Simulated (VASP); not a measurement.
Here is a VASP 6.6.1 calculation.

Contents of INCAR:

```
SYSTEM = HfO2
PREC = Accurate ; ENCUT = 520
EDIFF = 1E-6 ; ISMEAR = 0
SIGMA = 0.05 ; LREAL = .FALSE.
LASPH = .TRUE. ; NELM = 100
ALGO = Normal ; ISIF = 2
LWAVE = .FALSE. ; LCHARG = .FALSE.
GGA = PS ; NBANDS = 18
```

The input KPOINTS:

```
regular mesh
0
G
  8 8 8
  0 0 0
```

Contents of POSCAR:

```
HfO2
1.0
    0.0000000000      2.5556108920      2.5220673956
    2.5220673956      0.0000000000      2.5220673956
    2.5220673956      2.5556108920      0.0000000000
Hf O
1 2
Direct
    0.0000000000      0.0000000000      0.0000000000
    0.2500000000      0.2500000000      0.2500000000
    0.7500000000      0.7500000000      0.7500000000
```

Potentials or basis: VASP PAW PBE potentials, release 64 (Hf_pv, O).

Launch:

```bash
$ cat potpaw_PBE.64/Hf_pv/POTCAR potpaw_PBE.64/O/POTCAR > POTCAR
$ mpirun -np 1 vasp_std > vasp.out
```

(1) Predict the pressure.

(2) Estimate the band gap on the k mesh.

Results:

(1) -7.0 GPa.

(2) 3.62 eV, direct.

Caveat: the cell differs from its parent crystal (normal strain along x +0.0000, normal strain along y +0.0133); the PAW data sets were made with another functional, which shifts forces and pressure a little; spin-orbit coupling is left out, which moves the levels of the heavy elements.
